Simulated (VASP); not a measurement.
Write the native input for VASP 6.6.1 that does the following.

* Task: single point
* Functional: PBEsol
* Potentials or basis: VASP PAW PBE potentials, release 64 (In_d, O)
* Cutoff: 520 eV
* k mesh: 12 × 12 × 4
* Occupations: gaussian, width 0.03 eV
* Spin: no spin polarisation
* Dipole correction: no
* Further INCAR settings: ALGO = Normal; EDIFF = 1e-07; NBANDS = 27

The structure of InO lies in POSCAR:

```
InO
1.0
    3.3456169015      0.0000000000      0.0000000000
   -1.6728084508      2.8973892280      0.0000000000
    0.0000000000      0.0000000000     16.9186732734
In O
2 2
Direct
    0.6666666667      0.3333333333      0.5900210000
    0.6666666667      0.3333333333      0.4099790000
    0.0000000000      0.0000000000      0.6398670000
    0.0000000000      0.0000000000      0.3601330000
```

This cell differs from its parent crystal: ratio of the length along z to the lengths across it x 1.1, volume and fractional coordinates fixed.

One way to write it, as run:

INCAR

```
SYSTEM = InO
ALGO = Normal
EDIFF = 1E-7
ENCUT = 520
GGA = PS
ISIF = 2
ISMEAR = 0
LASPH = .True.
LCHARG = .False.
LREAL = .False.
LWAVE = .False.
NBANDS = 27
NELM = 80
PREC = Accurate
SIGMA = 0.03
```

KPOINTS

```
k-points
0
Gamma
  12 12 4
  0 0 0
```

Potentials or basis: VASP PAW PBE potentials, release 64 (In_d, O).

Launch:

```bash
$ cat potpaw_PBE.64/In_d/POTCAR potpaw_PBE.64/O/POTCAR > POTCAR
$ mpirun -np 1 vasp_std > vasp.out
```

Results of the run:

| Quantity | Value |
| --- | --- |
| Largest force | 0.683 eV/Å |
| Band gap on the k mesh | zero (filled and empty bands overlap) |

Caveat: the PAW data sets were made with another functional, which shifts forces and pressure a little; spin-orbit coupling is left out, which moves the levels of the heavy elements.

Wall time 9.7 min on 1 thread of Intel Xeon 8259CL, on a shared host, peak memory 0.43 GiB.
